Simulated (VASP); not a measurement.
Wanted: the native input for a VASP 6.6.1 run.

```yaml
Task: single point
Functional: PBE
Potentials_or_basis: VASP PAW PBE potentials, release 64 (Al, B, N)
Cutoff: 600 eV
k_mesh: 5 × 5 × 1
Occupations: gaussian, width 0.15 eV
Spin: no spin polarisation
Dipole_correction: no
Further_INCAR_settings: ALGO = Normal; EDIFF = 1e-06; NBANDS = 34
```

The structure of Al3BN2 lies in POSCAR:

```
Al3BN2
1.0
    2.8722949601      0.0000000000      0.0000000000
   -1.4361474800      2.4874804026      0.0000000000
    0.0000000000      0.0000000000     15.7324757143
Al B N
6 2 4
Direct
    0.3333333333      0.6666666667      0.3499646810
    0.6666666667      0.3333333333      0.6500353190
    0.0000000000      0.0000000000      0.5000000000
    0.3333333333      0.6666666667      0.1500353190
    0.6666666667      0.3333333333      0.8499646810
    0.0000000000      0.0000000000      0.0000000000
    0.0000000000      0.0000000000      0.2500000000
    0.0000000000      0.0000000000      0.7500000000
    0.6666666667      0.3333333333      0.4254694004
    0.3333333333      0.6666666667      0.5745305996
    0.6666666667      0.3333333333      0.0745305996
    0.3333333333      0.6666666667      0.9254694004
```

One way to write it, as run:

INCAR

```
ALGO     = Normal         # electronic algorithm
EDIFF    = 1E-6           # SCF threshold, eV
ENCUT    = 600            # plane-wave cutoff, eV
GGA      = PE             # functional
GGA_COMPAT= F            
ISIF     = 2              # what is computed and relaxed
ISMEAR   = 0              # smearing method
LASPH    = T              # aspherical terms in the spheres
LCHARG   = F              # write CHGCAR
LREAL    = F              # projectors in reciprocal space
LWAVE    = F              # write WAVECAR
NBANDS   = 34             # bands
NELM     = 120            # most SCF steps
PREC     = Accurate       # precision mode
SIGMA    = 0.15           # smearing width, eV
```

KPOINTS

```
k-points
0
Gamma
  5 5 1
```

Potentials or basis: VASP PAW PBE potentials, release 64 (Al, B, N).

Command:

```sh
$ cat potpaw_PBE.64/Al/POTCAR potpaw_PBE.64/B/POTCAR potpaw_PBE.64/N/POTCAR > POTCAR
$ mpirun -np 1 vasp_std > vasp.out
```

Results of the run:

* Pressure: -0.7 GPa
* Largest force: 0.016 eV/Å
* Band gap on the k mesh: zero (bands 22 and 23 overlap by 5.45 eV)

Caveat: the k points lie up to 0.51 Å⁻¹ apart, too coarse for converged energies and pressures of a metal.

It took 34 s on 1 thread of Intel(R) Xeon(R) Platinum 8259CL CPU @ 2.50GHz (Skylake/Cascade Lake) (shared host), peak memory 0.25 GiB.
